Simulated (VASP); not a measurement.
The system is SbPt.

```xyz
2
Lattice="0.0000 2.8185 2.8185 2.8185 0.0000 2.8185 2.8185 2.8185 0.0000" Properties=species:S:1:pos:R:3 pbc="T T T"
Pt    0.0000    0.0000    0.0000
Sb    2.8185    2.8185    2.8185
```

```yaml
Program: VASP 6.6.1
Task: relaxation of cell and atoms
Functional: PBE
Potentials_or_basis: VASP PAW PBE potentials, release 64 (Pt, Sb)
Cutoff: 500 eV
k_mesh: 8 × 8 × 8
Occupations: methfessel-paxton, width 0.0709 eV
Spin: no spin polarisation
```

At the start: pressure -5.6 GPa; volume 22.39 Å³/atom.

Task: How do energy, volume and symmetry change on relaxing?

Result: Over 3 steps the energy falls by 20.7 meV/atom and the volume is 21.28 Å³/atom (-4.9 %); space group Fm-3m (No. 225, to 0.05 Å).

Step by step:
| step | energy change (eV) | largest force (eV/Å) | pressure (GPa) | volume (Å³) |
| --- | --- | --- | --- | --- |
| 1 | 0.0000 | 0.0000 | -5.58 | 44.78 |
| 2 | 0.0297 | 0.0000 | 9.29 | 39.92 |
| 3 | -0.0413 | 0.0000 | -0.08 | 42.56 |

Final structure:
```yaml
crystal:
  lattice:
    - [0.00000, 2.77123, 2.77123]
    - [2.77123, 0.00000, 2.77123]
    - [2.77123, 2.77123, 0.00000]
  atoms:
    - { symbol: Pt, position: [0.00000, 0.00000, 0.00000] }
    - { symbol: Sb, position: [0.50000, 0.50000, 0.50000] }
```
